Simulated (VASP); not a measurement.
# Al4Co (Pm-3m) in VASP: relaxation of cell and atoms with PBE

Aim: the relaxation of cell and atoms of Al4Co with PBE.

Everything below comes from runs of VASP 6.6.1. Logs are shortened: lines on timing, memory, paths and dates and some standing lists are left out, and cuts for length are marked.

### 1 The cell of the first run

Symmetry: Pm-3m, No. 221, cubic system. The conventional cell has a = 4.149 Å, b = 4.149 Å, c = 4.149 Å, α = 90.00°, β = 90.00°, γ = 90.00°. Al (site symmetry 4/mmm) has 2 Co at 2.07 Å within 2.7 Å. Al (site symmetry m-3m) has 12 Al at 2.93 Å and 8 Co at 3.59 Å within 3.9 Å. Within 2.7 Å of Co (site symmetry m-3m) lie 6 Al at 2.07 Å.

The cell was built from a structure type or drawn by symmetry, and may not be a known phase.

### 2 Relaxation of cell and atoms, PBE, collinear spin, ferromagnetic start

INCAR

```
SYSTEM = Al4Co
  ALGO = Normal
  EDIFF = 1E-6
  EDIFFG = -0.08
  ENCUT = 600
  GGA = PE
  IBRION = 2
  ISIF = 3
  ISMEAR = 0
  ISPIN = 2
  LASPH = .TRUE.
  LCHARG = .FALSE.
  LMAXMIX = 4
  LORBIT = 11
  LREAL = .FALSE.
  LWAVE = .FALSE.
  MAGMOM = 0 0 0 0 3
  NELM = 150
  NSW = 36
  PREC = Accurate
  SIGMA = 0.2
```

KPOINTS

```
k-points
0
G
  4 4 4
  0 0 0
```

POSCAR

```
Al4Co
1.0
    4.1489713400      0.0000000000      0.0000000000
    0.0000000000      4.1489713400      0.0000000000
    0.0000000000      0.0000000000      4.1489713400
Al Co
4 1
Direct
    0.5000000000      0.0000000000      0.0000000000
    0.0000000000      0.5000000000      0.0000000000
    0.0000000000      0.0000000000      0.5000000000
    0.5000000000      0.5000000000      0.5000000000
    0.0000000000      0.0000000000      0.0000000000
```

Potentials or basis: VASP PAW PBE potentials, release 64 (Al, Co).

Command:

```console
$ cat potpaw_PBE.64/Al/POTCAR potpaw_PBE.64/Co/POTCAR > POTCAR
$ mpirun -np 1 vasp_std > vasp.out
```

OUTCAR:

```text
SYSTEM = Al4Co
   EDIFF = 1E-6
   EDIFFG = -0.08
   ENCUT = 600
   GGA = PE
   IBRION = 2
   ISIF = 3
   ISMEAR = 0
   ISPIN = 2
   LASPH = .TRUE.
   LORBIT = 11
   LREAL = .FALSE.
   NELM = 150
   NSW = 36
   PREC = Accurate

 ion  position               nearest neighbor table
   1  0.500  0.000  0.000-   5 2.07   5 2.07   4 2.93   2 2.93   3 2.93   4 2.93   2 2.93   4 2.93
                             4 2.93   2 2.93   3 2.93   3 2.93   3 2.93   2 2.93
   2  0.000  0.500  0.000-   5 2.07   5 2.07   4 2.93   1 2.93   3 2.93   4 2.93   1 2.93   3 2.93
                             3 2.93   3 2.93   1 2.93   4 2.93   4 2.93   1 2.93
   3  0.000  0.000  0.500-   5 2.07   5 2.07   4 2.93   1 2.93   1 2.93   2 2.93   2 2.93   2 2.93
                             4 2.93   2 2.93   1 2.93   4 2.93   1 2.93   4 2.93
   4  0.500  0.500  0.500-   1 2.93   2 2.93   3 2.93   1 2.93   2 2.93   1 2.93   3 2.93   1 2.93
                             2 2.93   3 2.93   2 2.93   3 2.93
   5  0.000  0.000  0.000-   1 2.07   2 2.07   3 2.07   3 2.07   2 2.07   1 2.07

  LATTYP: Found a simple cubic cell.
 ALAT       =     4.1489713400

  Lattice vectors:

 A1 = (   4.1489713400,   0.0000000000,   0.0000000000)
 A2 = (   0.0000000000,   4.1489713400,   0.0000000000)
 A3 = (   0.0000000000,   0.0000000000,   4.1489713400)

Analysis of symmetry for initial positions (statically):
=====================================================================
 Subroutine PRICEL returns:
 Original cell was already a primitive cell.

 Routine SETGRP: Setting up the symmetry group for a
 simple cubic supercell.

 Subroutine GETGRP returns: Found 48 space group operations
 (whereof 48 operations were pure point group operations)
 out of a pool of 48 trial point group operations.

The static configuration has the point symmetry O_h .

Analysis of symmetry for dynamics (positions and initial velocities):
=====================================================================
 Subroutine PRICEL returns:
 Original cell was already a primitive cell.

 Routine SETGRP: Setting up the symmetry group for a
 simple cubic supercell.

 Subroutine GETGRP returns: Found 48 space group operations
 (whereof 48 operations were pure point group operations)
 out of a pool of 48 trial point group operations.

The dynamic configuration has the point symmetry O_h .

Analysis of structural, dynamic, and magnetic symmetry:
=====================================================================
 Subroutine PRICEL returns:
 Original cell was already a primitive cell.

 Routine SETGRP: Setting up the symmetry group for a
 simple cubic supercell.

 Subroutine GETGRP returns: Found 48 space group operations
 (whereof 48 operations were pure point group operations)
 out of a pool of 48 trial point group operations.

The overall configuration has the point symmetry O_h .

 Subroutine INISYM returns: Found 48 space group operations
 (whereof 48 operations are pure point group operations),
 and found     1 'primitive' translations

----------------------------------------------------------------------------------------

                                     Primitive cell

  volume of cell :      71.4202

  direct lattice vectors                    reciprocal lattice vectors
     4.148971340  0.000000000  0.000000000     0.241023598  0.000000000  0.000000000
     0.000000000  4.148971340  0.000000000     0.000000000  0.241023598  0.000000000
     0.000000000  0.000000000  4.148971340     0.000000000  0.000000000  0.241023598

  length of vectors
     4.148971340  4.148971340  4.148971340     0.241023598  0.241023598  0.241023598

  position of ions in fractional coordinates (direct lattice)
     0.500000000  0.000000000  0.000000000
     0.000000000  0.500000000  0.000000000
     0.000000000  0.000000000  0.500000000
     0.500000000  0.500000000  0.500000000
     0.000000000  0.000000000  0.000000000

  ion indices of the primitive-cell ions
   primitive index   ion index
                 1           1
                 2           2
                 3           3
                 4           4
                 5           5

----------------------------------------------------------------------------------------

 KPOINTS: k-points

Automatic generation of k-mesh.
 Grid dimensions read from file:
 generate k-points for:    4    4    4

 Generating k-lattice:

  Cartesian coordinates                     Fractional coordinates (reciprocal lattice)
     0.060255899  0.000000000  0.000000000     0.250000000  0.000000000  0.000000000
     0.000000000  0.060255899  0.000000000     0.000000000  0.250000000  0.000000000
     0.000000000  0.000000000  0.060255899     0.000000000  0.000000000  0.250000000

  Length of vectors
     0.060255899  0.060255899  0.060255899

  Shift w.r.t. Gamma in fractional coordinates (k-lattice)
     0.000000000  0.000000000  0.000000000

 Subroutine IBZKPT returns following result:
 ===========================================

 Found     10 irreducible k-points:

 Following reciprocal coordinates:
            Coordinates               Weight
  0.000000  0.000000  0.000000      1.000000
  0.250000  0.000000  0.000000      6.000000
  0.500000  0.000000  0.000000      3.000000
  0.250000  0.250000  0.000000     12.000000
  0.500000  0.250000  0.000000     12.000000
  0.500000  0.500000  0.000000      3.000000
  0.250000  0.250000  0.250000      8.000000
  0.500000  0.250000  0.250000     12.000000
  0.500000  0.500000  0.250000      6.000000
  0.500000  0.500000  0.500000      1.000000
   k-points           NKPTS =     10   k-points in BZ     NKDIM =     10   number of bands    NBANDS=     16
   number of dos      NEDOS =    301   number of ions     NIONS =      5
   total plane-waves  NPLWV =  46656
   dimension x,y,z NGX =    36 NGY =   36 NGZ =   36
   dimension x,y,z NGXF=    72 NGYF=   72 NGZF=   72
   ions per type =               4   1
   NGX,Y,Z   is equivalent  to a cutoff of  14.42, 14.42, 14.42 a.u.
   NGXF,Y,Z  is equivalent  to a cutoff of  28.85, 28.85, 28.85 a.u.
 SYSTEM =  Al4Co
   PREC   = accura    normal or accurate (medium, high low for compatibility)
   ISTART =      0    job   : 0-new  1-cont  2-samecut
   ICHARG =      2    charge: 1-file 2-atom 10-const
   ISPIN  =      2    spin polarized calculation?
   LNONCOLLINEAR =      F non collinear calculations
   LSORBIT =      F    spin-orbit coupling
   LASPH  =      T    aspherical Exc in radial PAW
   ENCUT  =  600.0 eV  44.10 Ry    6.64 a.u.   8.29  8.29  8.29*2*pi/ulx,y,z
   NELM   =    150;   NELMIN=  2; NELMDL= -5     # of ELM steps
   EDIFF  = 0.1E-05   stopping-criterion for ELM
   LREAL  =      F    real-space projection
   EDIFFG = -.8E-01   stopping-criterion for IOM
   NSW    =     36    number of steps for IOM
   IBRION =      2    ionic relax: 0-MD 1-quasi-New 2-CG
   NFREE  =      1    steps in history (QN), initial steepest desc. (CG)
   ISIF   =      3    stress and relaxation
   ISYM   =      2    0-nonsym 1-usesym 2-fastsym
   POTIM  = 0.5000    time-step for ionic-motion
   TEBEG  =    0.0;   TEEND  =   0.0 temperature during run
   PSTRESS=    0.0 pullay stress
   NELECT =      21.0000    total number of electrons
   NUPDOWN=      -1.0000    fix difference up-down
   EMIN   =  10.00;   EMAX   =-10.00  energy-range for DOS
   EFERMI =   0.00;   METHOD = LEGACY
   ISMEAR =     0;   SIGMA  =   0.20  broadening in eV -4-tet -1-fermi 0-gaus
   EFERMI_NEDOS =   21; number of points for ismear=-14 and -15
   IALGO  =     38    algorithm
   IMIX   =      4    mixing-type and parameters
     AMIX     =   0.40;   BMIX     =  1.00
     AMIX_MAG =   1.60;   BMIX_MAG =  1.00
  volume/ion in A,a.u.               =      14.28        96.39
  Fermi-wavevector in a.u.,A,eV,Ry     =   1.088615  2.057183 16.124017  1.185082
  Thomas-Fermi vector in A             =   2.224800
   LORBIT       =     11    0 simple, 1 ext, 2 COOP (PROOUT), +10 PAW based schemes
   GGA     = PE    functional components
   LHFCALC =     F    Hartree Fock is set to
   AEXX    =    0.0000 exact exchange contribution
   IVDW    =     0    specifies the selected vdW correction
   LEPSILON=     F    determine dielectric tensor
   LRPA    =     F    only Hartree local field effects (RPA)
 conjugate gradient relaxation of ions
 spin polarized calculation
 Gauss-broadening in eV      SIGMA  =   0.20
  energy-cutoff  :      600.00
  volume of cell :       71.42
 maximum number of plane-waves:      2409
 NGX is ok and might be reduce to    36
   NGX = 17   NGY = 17   NGZ = 17

--------------------------------------- Ionic step        1  -------------------------------------------

 number of electron      21.0000004 magnetization      -0.0021032

 number of electron      21.0000004 magnetization       0.0001561

 Free energy of the ion-electron system (eV)
  ---------------------------------------------------
  ext. energy  EPLUGINS =         0.00000000
  ---------------------------------------------------
  free energy    TOTEN  =       -20.17360627 eV

  energy without entropy =      -20.11685589  energy(sigma->0) =      -20.14523108

 E-fermi :   9.0524     XC(G=0): -10.7951

 val. band max:        8.9521219764   @ k =   0.5000   0.5000   0.2500
 cond. band min:       9.0977745592   @ k =   0.2500   0.2500   0.0000
 fundamental gap:      0.1456525827
 Fermi energy:         9.0523687068

 spin component 1

 k-point     1 :       0.0000    0.0000    0.0000
  band No.  band energies     occupation
      1      -2.1035      1.00000
      2       4.6987      1.00000
      3       4.6987      1.00000
      4       5.7506      1.00000
      5       5.7506      1.00000
      6       5.7506      1.00000
[... 8 lines left out ...]
     15      13.4714      0.00000
     16      14.0202      0.00000
[... 435 lines left out ...]
  FREE ENERGIE OF THE ION-ELECTRON SYSTEM (eV)
  ---------------------------------------------------
  free  energy   TOTEN  =       -21.4452502710 eV

  energy  without entropy=      -21.3999811233  energy(sigma->0) =      -21.42261570

--------------------------------------- Ionic step        3  -------------------------------------------

 number of electron      20.9999989 magnetization      -0.0000008

 number of electron      20.9999989 magnetization       0.0000065

 Free energy of the ion-electron system (eV)
  ---------------------------------------------------
  ext. energy  EPLUGINS =         0.00000000
  ---------------------------------------------------
  free energy    TOTEN  =       -21.71350141 eV

  energy without entropy =      -21.66897185  energy(sigma->0) =      -21.69123663

 E-fermi :   6.4381     XC(G=0):  -9.8366

 val. band max:        6.3378786736   @ k =   0.5000   0.5000   0.2500
 cond. band min:       6.4992997962   @ k =   0.2500   0.2500   0.0000
 fundamental gap:      0.1614211226
 Fermi energy:         6.4381200788

 spin component 1

 k-point     1 :       0.0000    0.0000    0.0000
  band No.  band energies     occupation
      1      -3.1397      1.00000
      2       2.7147      1.00000
      3       2.7147      1.00000
      4       3.8006      1.00000
      5       3.8006      1.00000
      6       3.8006      1.00000
[... 8 lines left out ...]
     15       9.9122      0.00000
     16      10.6513      0.00000
[... 384 lines left out ...]
 POSITION                                       TOTAL-FORCE (eV/Angst)
 -----------------------------------------------------------------------------------
      2.25140      0.00000      0.00000         0.000000      0.000000      0.000000
      0.00000      2.25140     -0.00000         0.000000      0.000000      0.000000
      0.00000      0.00000      2.25140         0.000000      0.000000      0.000000
      2.25140      2.25140      2.25140         0.000000      0.000000      0.000000
      0.00000      0.00000      0.00000        -0.000000      0.000000      0.000000
 -----------------------------------------------------------------------------------
    total drift:                               -0.000000     -0.000000     -0.000000

  FREE ENERGIE OF THE ION-ELECTRON SYSTEM (eV)
  ---------------------------------------------------
  free  energy   TOTEN  =       -21.7135014125 eV

  energy  without entropy=      -21.6689718539  energy(sigma->0) =      -21.69123663

 reached required accuracy - stopping structural energy minimisation

 total charge

# of ion       s       p       d       tot
------------------------------------------
    1        0.453   0.331   0.000   0.783
    2        0.453   0.331   0.000   0.783
    3        0.453   0.331   0.000   0.783
    4        0.547   0.197   0.000   0.744
    5        0.544   0.604   7.606   8.754
--------------------------------------------------
tot          2.450   1.792   7.606  11.848

 magnetization (x)

# of ion       s       p       d       tot
------------------------------------------
    1       -0.000  -0.000   0.000  -0.000
    2       -0.000  -0.000   0.000  -0.000
    3       -0.000  -0.000   0.000  -0.000
    4        0.000  -0.000   0.000   0.000
    5        0.000   0.000   0.000   0.000
--------------------------------------------------
tot          0.000   0.000   0.000   0.000
```

It took 79 s on 1 thread of AMD EPYC 7R13 (Zen 3), shared host; peak memory 0.21 GiB.

Results:

* Free energy: -21.7135 eV
* Relaxed volume: 18.26 Å³/atom
* Relaxed cell: a = 4.503 Å, b = 4.503 Å, c = 4.503 Å, α = 90.00°, β = 90.00°, γ = 90.00°
* Space group after relaxing (to 0.1 Å): Pm-3m (No. 221)
* Energy gained by relaxing: 308.0 meV/atom
* Ionic steps: 3
* Pressure after relaxing: -0.2 GPa
* Net moment: 0.00 μB per cell
* Valence electrons inside the program's atomic spheres: Al 0.78, 0.74 (each value once); Co 8.75

The path:
```csv
step,energy change (eV),largest force (eV/Å),pressure (GPa),volume (Å³)
1,0.0000,0.0000,29.76,71.42
2,-1.2716,0.0000,-6.86,102.51
3,-1.5399,0.0000,-0.24,91.29
```

Final structure:
```
CELL_PARAMETERS angstrom
4.50279 0.00000 0.00000
0.00000 4.50279 0.00000
0.00000 0.00000 4.50279
ATOMIC_POSITIONS crystal
Al 0.50000 0.00000 0.00000
Al 0.00000 0.50000 0.00000
Al 0.00000 0.00000 0.50000
Al 0.50000 0.50000 0.50000
Co 0.00000 0.00000 0.00000
```

Levels at points of the mesh, in eV from the Fermi level:
Spin up:
```tsv
k point	band 8	band 9	band 10	band 11	band 12	band 13
(0.00, 0.00, 0.00)	-1.79	-1.79	-1.79	0.41	0.41	3.47
(0.50, 0.00, 0.00)	-1.18	-1.18	-0.95	0.42	0.55	0.63
(0.50, 0.50, 0.00)	-2.18	-1.45	0.12	1.13	1.44	1.44
(0.50, 0.50, 0.50)	-4.13	-2.17	-2.17	-0.54	-0.54	-0.54
```
Spin down:
```csv
k point,band 7,band 8,band 9,band 10,band 11,band 12,band 13,band 14
"(0.00, 0.00, 0.00)",-2.42,-1.79,-1.79,-1.79,0.41,0.41,3.47,3.47
"(0.50, 0.00, 0.00)",-1.75,-1.18,-1.18,-0.95,0.42,0.55,0.63,0.63
"(0.50, 0.50, 0.00)",-2.18,-2.18,-1.45,0.12,1.44,1.44,2.27,2.45
"(0.50, 0.50, 0.50)",-4.13,-4.13,-2.17,-2.17,-0.54,-0.54,-0.54,8.49
```

Caveat: the k points lie up to 0.35 Å⁻¹ apart in the final cell; the volume moved by over 15 % at a fixed basis, so the end points are rough.
